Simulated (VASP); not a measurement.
A run of VASP 6.6.1 is set up as follows.

File INCAR:

```
SYSTEM = ScPd
  ALGO = Normal
  EDIFF = 1E-6
  EDIFFG = -0.002
  ENCUT = 600
  GGA = PS
  IBRION = 2
  ISIF = 3
  ISMEAR = -1
  LASPH = .TRUE.
  LCHARG = .FALSE.
  LREAL = .FALSE.
  LWAVE = .FALSE.
  NELM = 100
  NSW = 100
  PREC = Accurate
  PSTRESS = 40.0
  SIGMA = 0.1
```

Contents of KPOINTS:

```
k-points
0
G
  14 14 14
  0 0 0
```

Contents of POSCAR:

```
ScPd
1.0
    3.2666946391      0.0000000000      0.0000000000
    0.0000000000      3.2666946391      0.0000000000
    0.0000000000      0.0000000000      3.2666946391
Sc Pd
1 1
Direct
    0.5000000000      0.5000000000      0.5000000000
    0.0000000000      0.0000000000      0.0000000000
```

Potentials or basis: VASP PAW PBE potentials, release 64 (Sc_sv, Pd).

Run with:

```sh
$ cat potpaw_PBE.64/Sc_sv/POTCAR potpaw_PBE.64/Pd/POTCAR > POTCAR
$ mpirun -np 1 vasp_std > vasp.out
```

(1) What does it give for the relaxed cell?

(2) What does it give for the space group after relaxing (to 0.1 Å)?

Results:

(1) a = 3.236 Å, b = 3.236 Å, c = 3.236 Å, α = 90.00°, β = 90.00°, γ = 90.00°.

(2) Pm-3m (No. 221).
